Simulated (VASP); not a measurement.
Tl:

```
CELL_PARAMETERS angstrom
-1.91378 1.91378 1.91378
1.91378 -1.91378 1.91378
1.91378 1.91378 -1.91378
ATOMIC_POSITIONS crystal
Tl 0.00000 0.00000 0.00000
```

- Program: VASP 6.6.1
- Task: relaxation of cell and atoms
- Functional: RPBE
- Potentials or basis: VASP PAW PBE potentials, release 64 (Tl_d)
- Cutoff: 600 eV
- k mesh: 12 × 12 × 12
- Occupations: fermi-dirac, width 0.1 eV
- Spin: no spin polarisation

At the start: pressure 6.1 GPa; volume 28.04 Å³/atom.

Problem. How do energy, volume and symmetry change on relaxing?

Solution. Over 4 steps the energy falls by 87.7 meV/atom and the volume is 33.71 Å³/atom (+20.2 %); space group Im-3m (No. 229, to 0.05 Å).

Step by step:
```tsv
step	energy change (eV)	largest force (eV/Å)	pressure (GPa)	volume (Å³)
1	0.0000	0.0000	6.07	28.04
2	-0.0852	0.0000	0.74	32.57
3	-0.0875	0.0000	-0.17	33.99
4	-0.0877	0.0000	-0.01	33.71
```

Final structure:
```cif
data_structure
_symmetry_space_group_name_H-M 'P 1'
_symmetry_Int_Tables_number 1
_cell_length_a 3.5249
_cell_length_b 3.5249
_cell_length_c 3.5249
_cell_angle_alpha 109.471
_cell_angle_beta 109.471
_cell_angle_gamma 109.471
_cell_volume 33.71
loop_
_atom_site_label
_atom_site_type_symbol
_atom_site_fract_x
_atom_site_fract_y
_atom_site_fract_z
_atom_site_occupancy
Tl1 Tl 0.00000 0.00000 0.00000 1
```

Caveat: the volume moved by over 15 % at a fixed basis, so the end points are rough; the PAW data sets were made with another functional, which shifts forces and pressure a little.
